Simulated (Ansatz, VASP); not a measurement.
## Rh: VASP beside Ansatz

```
Rh
1.0
     2.65528    0.00000    0.00000
     0.00000    2.65528    0.00000
     0.00000    0.00000   21.63270
Rh
4
Direct
  0.25000 0.25000 0.37278
  0.75000 0.75000 0.45611
  0.25000 0.25000 0.54389
  0.75000 0.75000 0.62722
```

Alike in both runs: functional LDA; k mesh 15 × 15 × 1; occupations fermi-dirac, width 0.1 eV; no spin polarisation.

Ansatz relaxed the structure, and its values are those at the end. VASP's run is a single point on that final structure, the one shown.

|  | VASP | Ansatz |
| --- | --- | --- |
| version | VASP 6.6.1 | Ansatz 0.2.0 |
| potentials or method | VASP PAW LDA potentials, release 64 (Rh_pv), cutoff 520 eV | all-electron LAPW, scalar-relativistic |

|  | VASP | Ansatz | Ansatz less VASP |
| --- | --- | --- | --- |
| rms of the force components (eV/Å) | 0.021 | 0.001 | -0.0192 |

LDA's correlation is that of Perdew and Zunger in VASP and of Perdew and Wang (1992) in Ansatz. Ansatz ran all-electron here, and VASP with PAW potentials.
